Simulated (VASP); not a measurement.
Runs of VASP 6.6.1 on Hf2C. The structure is that of space group P6_3/mmc (No. 194), or close to it. The cells are those of the table. 

```csv
task,cell,k mesh,cutoff (eV),gap on the mesh (eV),pressure (GPa),largest force (eV/Å)
relaxation of cell and atoms,"relaxed from a = 3.004, b = 3.004, c = 12.340 Å, angles 90.0, 90.0, 120.0°, 6 atoms",6 × 6 × 2,600,none,0.0,-
single point,"a = 3.004, b = 3.004, c = 12.340 Å, angles 90.0, 90.0, 120.0°, 6 atoms",6 × 6 × 2,520,none,9.0,0.82
single point,"a = 3.244, b = 3.244, c = 11.028 Å, angles 90.0, 90.0, 120.0°, 6 atoms",6 × 6 × 2,520,none,-0.5,(a)
single point,"a = 3.248, b = 3.248, c = 11.027 Å, angles 90.0, 90.0, 120.0°, 6 atoms",12 × 12 × 4,520,none,(b),0.08
```

Alike in all rows: level PBE; potentials or basis VASP PAW PBE potentials, release 64 (Hf_pv, C); no spin polarisation; smearing gaussian 0.1 eV.

**Question.** Estimate the missing entries.

**Answer.** (a) 0.09; (b) -0.7.

Caveats: some runs use coarse meshes; spin-orbit coupling is left out, which moves the levels of the heavy elements.

A k mesh can miss the band edges, and the runs leave out spin-orbit coupling on Hf.

A gap of «none» marks levels without a gap at the run's occupations.
